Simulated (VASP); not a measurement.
# Si (Fd-3m) in VASP: further runs

Runs on Si. Level: PBEsol. Tasks: single point.

All numbers are computed with VASP 6.6.1; they aren't measurements. Logs are shortened: lines on timing, memory, paths and dates and some standing lists are left out, and cuts for length are marked.

### Step 1. The cell of the first run

Symmetry: Fd-3m, No. 227, cubic system. Conventional cell: a = 5.589 Å, b = 5.589 Å, c = 5.589 Å, α = 90.00°, β = 90.00°, γ = 90.00°. Within 3.2 Å of Si (site symmetry -43m) lie 4 Si at 2.42 Å.

### Step 2. Single point, PBEsol (Sn replaced by Si, lengths x 0.879, strained)

File INCAR:

```
SYSTEM = Si
PREC = Accurate
ENCUT = 520
EDIFF = 1E-6
ISMEAR = 0
SIGMA = 0.1
LREAL = .FALSE.
LASPH = .TRUE.
NELM = 100
ALGO = Normal
ISIF = 2
LWAVE = .FALSE.
LCHARG = .FALSE.
GGA = PS
NBANDS = 11
```

File KPOINTS:

```
Automatic mesh
0
G
  6 6 6
  0 0 0
```

File POSCAR:

```
Si
1.0
    0.0000000000      2.7944333936      2.7944333936
    2.7944333936      0.0000000000      2.7944333936
    2.7944333936      2.7944333936      0.0000000000
Si
2
Direct
    0.5000000000      0.5000000000      0.5000000000
    0.7500000000      0.7500000000      0.7500000000
```

Potentials or basis: VASP PAW PBE potentials, release 64 (Si).

On the command line:

```console
> cat potpaw_PBE.64/Si/POTCAR > POTCAR
> mpirun -np 1 vasp_std > vasp.out
```

OUTCAR:

```text
SYSTEM = Si
   PREC = Accurate
   ENCUT = 520
   EDIFF = 1E-6
   ISMEAR = 0
   LREAL = .FALSE.
   LASPH = .TRUE.
   NELM = 100
   ISIF = 2
   GGA = PS

 ion  position               nearest neighbor table
   1  0.500  0.500  0.500-   2 2.42   2 2.42   2 2.42   2 2.42
   2  0.750  0.750  0.750-   1 2.42   1 2.42   1 2.42   1 2.42

  LATTYP: Found a face centered cubic cell.
 ALAT       =     5.5888667872

  Lattice vectors:

 A1 = (   0.0000000000,   2.7944333936,   2.7944333936)
 A2 = (   2.7944333936,   0.0000000000,   2.7944333936)
 A3 = (   2.7944333936,   2.7944333936,   0.0000000000)

Analysis of symmetry for initial positions (statically):
=====================================================================
 Subroutine PRICEL returns:
 Original cell was already a primitive cell.

 Routine SETGRP: Setting up the symmetry group for a
 face centered cubic supercell.

 Subroutine GETGRP returns: Found 48 space group operations
 (whereof 24 operations were pure point group operations)
 out of a pool of 48 trial point group operations.

The static configuration has the point symmetry T_d .
 The point group associated with its full space group is O_h .

Analysis of symmetry for dynamics (positions and initial velocities):
=====================================================================
 Subroutine PRICEL returns:
 Original cell was already a primitive cell.

 Routine SETGRP: Setting up the symmetry group for a
 face centered cubic supercell.

 Subroutine GETGRP returns: Found 48 space group operations
 (whereof 24 operations were pure point group operations)
 out of a pool of 48 trial point group operations.

The dynamic configuration has the point symmetry T_d .
 The point group associated with its full space group is O_h .

 Subroutine INISYM returns: Found 48 space group operations
 (whereof 24 operations are pure point group operations),
 and found     1 'primitive' translations

----------------------------------------------------------------------------------------

                                     Primitive cell

  volume of cell :      43.6427

  direct lattice vectors                    reciprocal lattice vectors
     0.000000000  2.794433394  2.794433394    -0.178927149  0.178927149  0.178927149
     2.794433394  0.000000000  2.794433394     0.178927149 -0.178927149  0.178927149
     2.794433394  2.794433394  0.000000000     0.178927149  0.178927149 -0.178927149

  length of vectors
     3.951925604  3.951925604  3.951925604     0.309910913  0.309910913  0.309910913

  position of ions in fractional coordinates (direct lattice)
     0.500000000  0.500000000  0.500000000
     0.750000000  0.750000000  0.750000000

  ion indices of the primitive-cell ions
   primitive index   ion index
                 1           1
                 2           2

----------------------------------------------------------------------------------------

 KPOINTS: Automatic mesh

Automatic generation of k-mesh.
 Grid dimensions read from file:
 generate k-points for:    6    6    6

 Generating k-lattice:

  Cartesian coordinates                     Fractional coordinates (reciprocal lattice)
    -0.029821191  0.029821191  0.029821191     0.166666667  0.000000000  0.000000000
     0.029821191 -0.029821191  0.029821191     0.000000000  0.166666667  0.000000000
     0.029821191  0.029821191 -0.029821191     0.000000000  0.000000000  0.166666667

  Length of vectors
     0.051651819  0.051651819  0.051651819

  Shift w.r.t. Gamma in fractional coordinates (k-lattice)
     0.000000000  0.000000000  0.000000000

 Subroutine IBZKPT returns following result:
 ===========================================

 Found     16 irreducible k-points:

 Following reciprocal coordinates:
            Coordinates               Weight
  0.000000  0.000000  0.000000      1.000000
  0.166667  0.000000  0.000000      8.000000
  0.333333  0.000000  0.000000      8.000000
  0.500000  0.000000  0.000000      4.000000
  0.166667  0.166667  0.000000      6.000000
  0.333333  0.166667  0.000000     24.000000
[... 8 lines left out ...]
 -0.333333  0.333333  0.166667     24.000000
 -0.333333  0.500000  0.166667     12.000000
   k-points           NKPTS =     16   k-points in BZ     NKDIM =     16   number of bands    NBANDS=     11
   number of dos      NEDOS =    301   number of ions     NIONS =      2
   total plane-waves  NPLWV =  27000
   dimension x,y,z NGX =    30 NGY =   30 NGZ =   30
   dimension x,y,z NGXF=    60 NGYF=   60 NGZF=   60
   ions per type =               2
   NGX,Y,Z   is equivalent  to a cutoff of  12.62, 12.62, 12.62 a.u.
   NGXF,Y,Z  is equivalent  to a cutoff of  25.24, 25.24, 25.24 a.u.
 SYSTEM =  Si
   PREC   = accura    normal or accurate (medium, high low for compatibility)
   ISTART =      0    job   : 0-new  1-cont  2-samecut
   ICHARG =      2    charge: 1-file 2-atom 10-const
   ISPIN  =      1    spin polarized calculation?
   LNONCOLLINEAR =      F non collinear calculations
   LSORBIT =      F    spin-orbit coupling
   LASPH  =      T    aspherical Exc in radial PAW
   ENCUT  =  520.0 eV  38.22 Ry    6.18 a.u.   7.35  7.35  7.35*2*pi/ulx,y,z
   NELM   =    100;   NELMIN=  2; NELMDL= -5     # of ELM steps
   EDIFF  = 0.1E-05   stopping-criterion for ELM
   LREAL  =      F    real-space projection
   EDIFFG = 0.1E-04   stopping-criterion for IOM
   NSW    =      0    number of steps for IOM
   IBRION =     -1    ionic relax: 0-MD 1-quasi-New 2-CG
   NFREE  =      0    steps in history (QN), initial steepest desc. (CG)
   ISIF   =      2    stress and relaxation
   ISYM   =      2    0-nonsym 1-usesym 2-fastsym
   POTIM  = 0.5000    time-step for ionic-motion
   TEBEG  =    0.0;   TEEND  =   0.0 temperature during run
   PSTRESS=    0.0 pullay stress
   NELECT =       8.0000    total number of electrons
   NUPDOWN=      -1.0000    fix difference up-down
   EMIN   =  10.00;   EMAX   =-10.00  energy-range for DOS
   EFERMI =   0.00;   METHOD = LEGACY
   ISMEAR =     0;   SIGMA  =   0.10  broadening in eV -4-tet -1-fermi 0-gaus
   EFERMI_NEDOS =   21; number of points for ismear=-14 and -15
   IALGO  =     38    algorithm
   IMIX   =      4    mixing-type and parameters
     AMIX     =   0.40;   BMIX     =  1.00
     AMIX_MAG =   1.60;   BMIX_MAG =  1.00
  volume/ion in A,a.u.               =      21.82       147.26
  Fermi-wavevector in a.u.,A,eV,Ry     =   0.929967  1.757384 11.766854  0.864839
  Thomas-Fermi vector in A             =   2.056306
   LORBIT       =      0    0 simple, 1 ext, 2 COOP (PROOUT), +10 PAW based schemes
   GGA     = PS    functional components
   LHFCALC =     F    Hartree Fock is set to
   AEXX    =    0.0000 exact exchange contribution
   IVDW    =     0    specifies the selected vdW correction
   LEPSILON=     F    determine dielectric tensor
   LRPA    =     F    only Hartree local field effects (RPA)
 non-spin polarized calculation
 Gauss-broadening in eV      SIGMA  =   0.10
  energy-cutoff  :      520.00
  volume of cell :       43.64
 maximum number of plane-waves:      1211
 NGX is ok and might be reduce to    30
   NGX = 15   NGY = 15   NGZ = 15

 number of electron       7.9999999 magnetization

 Free energy of the ion-electron system (eV)
  ---------------------------------------------------
  ext. energy  EPLUGINS =         0.00000000
  ---------------------------------------------------
  free energy    TOTEN  =       -11.39220592 eV

  energy without entropy =      -11.39220592  energy(sigma->0) =      -11.39220592

 E-fermi :   5.3172     XC(G=0):  -9.2226

 val. band max:        4.9593846369   @ k =   0.0000   0.0000   0.0000
 cond. band min:       5.6889404625   @ k =   0.3333   0.3333   0.0000
 fundamental gap:      0.7295558256
 Fermi energy:         5.3172326642

 k-point     1 :       0.0000    0.0000    0.0000
  band No.  band energies     occupation
      1      -6.4603      2.00000
      2       4.9594      2.00000
      3       4.9594      2.00000
      4       4.9594      2.00000
      5       7.3306      0.00000
      6       7.4342      0.00000
      7       7.4342      0.00000
      8       7.4342      0.00000
      9      12.3282      0.00000
     10      12.5913      0.00000
     11      12.5913      0.00000

 k-point     2 :       0.1667    0.0000    0.0000
  band No.  band energies     occupation
      1      -6.1240      2.00000
      2       2.6113      2.00000
      3       4.5397      2.00000
      4       4.5397      2.00000
      5       6.9487      0.00000
      6       8.0391      0.00000
      7       8.0391      0.00000
      8       9.6777      0.00000
      9      11.9686      0.00000
     10      11.9686      0.00000
     11      13.4562      0.00000

 k-point     3 :       0.3333    0.0000    0.0000
  band No.  band energies     occupation
      1      -5.1838      2.00000
      2      -0.1680      2.00000
      3       4.0194      2.00000
      4       4.0194      2.00000
      5       6.3478      0.00000
      6       8.3785      0.00000
      7       8.3785      0.00000
      8      12.2888      0.00000
      9      12.7518      0.00000
     10      12.7518      0.00000
     11      13.3890      0.00000
[... 155 lines left out ...]
 k-point    15 :      -0.3333    0.3333    0.1667
  band No.  band energies     occupation
      1      -3.4386      2.00000
      2      -1.6662      2.00000
      3       1.2235      2.00000
      4       2.4054      2.00000
      5       8.2457      0.00000
      6       8.2655      0.00000
      7      10.7819      0.00000
      8      11.0693      0.00000
      9      12.1187      0.00000
     10      15.5386      0.00000
     11      16.2367      0.00000

 k-point    16 :      -0.3333    0.5000    0.1667
  band No.  band energies     occupation
      1      -2.5062      2.00000
      2      -2.5062      2.00000
      3       1.5883      2.00000
      4       1.5883      2.00000
      5       7.6100      0.00000
      6       7.6100      0.00000
      7      11.3347      0.00000
      8      11.3347      0.00000
      9      14.9681      0.00000
     10      14.9681      0.00000
     11      17.1918      0.00000

------------------------ aborting loop because EDIFF is reached ----------------------------------------

  FORCE on cell =-STRESS in cart. coord.  units (eV):
  Direction    XX          YY          ZZ          XY          YZ          ZX
  --------------------------------------------------------------------------------------
  -------------------------------------------------------------------------------------
  Total       -1.7702769     -1.7702769     -1.7702769     -0.0000000     -0.0000000      0.0000000
  in kB      -64.9890962    -64.9890962    -64.9890962     -0.0000000     -0.0000000      0.0000000
  external PRESSURE =     -64.9890962 kB  Pullay stress =       0.0000000 kB

 VOLUME and BASIS-vectors are now :
 -----------------------------------------------------------------------------
  energy-cutoff  :      520.00
  volume of cell :       43.64
      direct lattice vectors                 reciprocal lattice vectors
     0.000000000  2.794433394  2.794433394    -0.178927149  0.178927149  0.178927149
     2.794433394  0.000000000  2.794433394     0.178927149 -0.178927149  0.178927149
     2.794433394  2.794433394  0.000000000     0.178927149  0.178927149 -0.178927149

 POSITION                                       TOTAL-FORCE (eV/Angst)
 -----------------------------------------------------------------------------------
      2.79443      2.79443      2.79443        -0.000000      0.000000     -0.000000
      4.19165      4.19165      4.19165         0.000000      0.000000      0.000000
 -----------------------------------------------------------------------------------
    total drift:                                0.000000     -0.000000     -0.000000

  FREE ENERGIE OF THE ION-ELECTRON SYSTEM (eV)
  ---------------------------------------------------
  free  energy   TOTEN  =       -11.3922059246 eV

  energy  without entropy=      -11.3922059202  energy(sigma->0) =      -11.39220592
```

Run time: 7.4 s. Hardware: 1 thread of AMD EPYC 7R43 (Zen 3), shared host; peak memory 0.12 GiB.

What came out:

```yaml
Free_energy: -11.3922 eV
Pressure: -6.5 GPa
Band_gap_on_the_k_mesh: 0.73 eV, indirect (least direct gap 2.29 eV)
```

Caveat: the cell differs from its parent crystal (Sn replaced by Si, lengths x 0.879, strained); the PAW data sets were made with another functional, which shifts forces and pressure a little.

### Step 3. Single point, PBEsol (Sn replaced by Si, lengths x 0.879, strained)

File INCAR:

```
PREC = Accurate ; ENCUT = 520
EDIFF = 1E-7 ; ISMEAR = 0
SIGMA = 0.1 ; LREAL = F
LASPH = T ; NELM = 60
ALGO = Normal ; ISIF = 2
LWAVE = F ; LCHARG = F
GGA = PS ; NBANDS = 11
```

File KPOINTS:

```
regular mesh
0
Gamma
  6 6 6
```

File POSCAR:

```
Si
1.0
    0.0000000000      2.8068168287      2.8068168287
    2.8068168287      0.0000000000      2.8068168287
    2.8068168287      2.8068168287      0.0000000000
Si
2
Direct
    0.5000000000      0.5000000000      0.5000000000
    0.7500000000      0.7500000000      0.7500000000
```

Potentials or basis: VASP PAW PBE potentials, release 64 (Si).

On the command line:

```console
> cat potpaw_PBE.64/Si/POTCAR > POTCAR
> mpirun -np 1 vasp_std > vasp.out
```

OUTCAR:

```text
PREC = Accurate
   ENCUT = 520
   EDIFF = 1E-7
   ISMEAR = 0
   LREAL = F
   LASPH = T
   NELM = 60
   ISIF = 2
   GGA = PS

 ion  position               nearest neighbor table
   1  0.500  0.500  0.500-   2 2.43   2 2.43   2 2.43   2 2.43
   2  0.750  0.750  0.750-   1 2.43   1 2.43   1 2.43   1 2.43

  LATTYP: Found a face centered cubic cell.
 ALAT       =     5.6136336574

  Lattice vectors:

 A1 = (   0.0000000000,   2.8068168287,   2.8068168287)
 A2 = (   2.8068168287,   0.0000000000,   2.8068168287)
 A3 = (   2.8068168287,   2.8068168287,   0.0000000000)

Analysis of symmetry for initial positions (statically):
=====================================================================
 Subroutine PRICEL returns:
 Original cell was already a primitive cell.

 Routine SETGRP: Setting up the symmetry group for a
 face centered cubic supercell.

 Subroutine GETGRP returns: Found 48 space group operations
 (whereof 24 operations were pure point group operations)
 out of a pool of 48 trial point group operations.

The static configuration has the point symmetry T_d .
 The point group associated with its full space group is O_h .

[... 162 lines left out ...]
      1      -6.4993      2.00000
      2       4.8360      2.00000
      3       4.8360      2.00000
      4       4.8360      2.00000
      5       7.0659      0.00000
      6       7.3041      0.00000
      7       7.3041      0.00000
      8       7.3041      0.00000
      9      12.1547      0.00000
     10      12.4590      0.00000
     11      12.4590      0.00000
[... 197 lines left out ...]
 k-point    16 :      -0.3333    0.5000    0.1667
  band No.  band energies     occupation
      1      -2.5946      2.00000
      2      -2.5946      2.00000
      3       1.5129      2.00000
      4       1.5129      2.00000
      5       7.4842      0.00000
      6       7.4842      0.00000
      7      11.1610      0.00000
      8      11.1610      0.00000
      9      14.7655      0.00000
     10      14.7655      0.00000
     11      16.9701      0.00000

------------------------ aborting loop because EDIFF is reached ----------------------------------------

  FORCE on cell =-STRESS in cart. coord.  units (eV):
  Direction    XX          YY          ZZ          XY          YZ          ZX
  --------------------------------------------------------------------------------------
  -------------------------------------------------------------------------------------
  Total       -2.0224792     -2.0224792     -2.0224792      0.0000000      0.0000000      0.0000000
  in kB      -73.2693658    -73.2693658    -73.2693658      0.0000000      0.0000000      0.0000000
  external PRESSURE =     -73.2693658 kB  Pullay stress =       0.0000000 kB

 VOLUME and BASIS-vectors are now :
 -----------------------------------------------------------------------------
  energy-cutoff  :      520.00
  volume of cell :       44.23
      direct lattice vectors                 reciprocal lattice vectors
     0.000000000  2.806816829  2.806816829    -0.178137738  0.178137738  0.178137738
     2.806816829  0.000000000  2.806816829     0.178137738 -0.178137738  0.178137738
     2.806816829  2.806816829  0.000000000     0.178137738  0.178137738 -0.178137738

 POSITION                                       TOTAL-FORCE (eV/Angst)
 -----------------------------------------------------------------------------------
      2.80682      2.80682      2.80682         0.000000      0.000000      0.000000
      4.21023      4.21023      4.21023        -0.000000     -0.000000     -0.000000
 -----------------------------------------------------------------------------------
    total drift:                                0.000000     -0.000000     -0.000000

  FREE ENERGIE OF THE ION-ELECTRON SYSTEM (eV)
  ---------------------------------------------------
  free  energy   TOTEN  =       -11.3670498796 eV

  energy  without entropy=      -11.3670498773  energy(sigma->0) =      -11.36704988
```

OSZICAR:

```text
N       E                     dE             d eps       ncg     rms          rms(c)
DAV:   1     0.663574073607E+01    0.66357E+01   -0.30616E+03   352   0.575E+02
DAV:   2    -0.110176106146E+02   -0.17653E+02   -0.17012E+02   508   0.826E+01
DAV:   3    -0.115364140611E+02   -0.51880E+00   -0.51749E+00   445   0.125E+01
DAV:   4    -0.115403582968E+02   -0.39442E-02   -0.39438E-02   411   0.139E+00
DAV:   5    -0.115404057254E+02   -0.47429E-04   -0.47428E-04   450   0.143E-01    0.438E+00
DAV:   6    -0.114236600446E+02    0.11675E+00   -0.53561E-02   393   0.936E-01    0.260E+00
DAV:   7    -0.113662058751E+02    0.57454E-01   -0.10457E-01   403   0.139E+00    0.136E-01
DAV:   8    -0.113669552207E+02   -0.74935E-03   -0.46823E-03   397   0.373E-01    0.702E-02
DAV:   9    -0.113670389788E+02   -0.83758E-04   -0.10281E-04   458   0.643E-02    0.483E-02
DAV:  10    -0.113670498677E+02   -0.10889E-04   -0.86026E-06   422   0.171E-02    0.391E-03
DAV:  11    -0.113670498796E+02   -0.11909E-07   -0.61471E-07   442   0.390E-03
   1 F= -.11367050E+02 E0= -.11367050E+02  d E =-.231137E-08
```

stdout:

```text
POSCAR found type information on POSCAR Si
 POSCAR found :  1 types and       2 ions
 scaLAPACK will be used
 -----------------------------------------------------------------------------
|                                                                             |
|                                                                             |
|     You enforced a specific xc type in the INCAR file but a different       |
|     I HOPE YOU KNOW WHAT YOU ARE DOING!                                     |
|                                                                             |
 -----------------------------------------------------------------------------

 LDA part: xc-table for (Slater+PW92), standard interpolation
 POSCAR, INCAR and KPOINTS ok, starting setup
 FFT: planning ... GRIDC
 FFT: planning ... GRID_SOFT
 FFT: planning ... GRID
 WAVECAR not read
 entering main loop
```

Wall time 7.4 s (1 thread of Intel Xeon Platinum 8488C (Sapphire Rapids), shared host); peak memory 0.15 GiB.

Results:

```yaml
Free_energy: -11.3670 eV
Pressure: -7.3 GPa
Band_gap_on_the_k_mesh: 0.75 eV, indirect (least direct gap 2.23 eV)
```

Caveat: the cell differs from its parent crystal (Sn replaced by Si, lengths x 0.879, strained); the PAW data sets were made with another functional, which shifts forces and pressure a little.
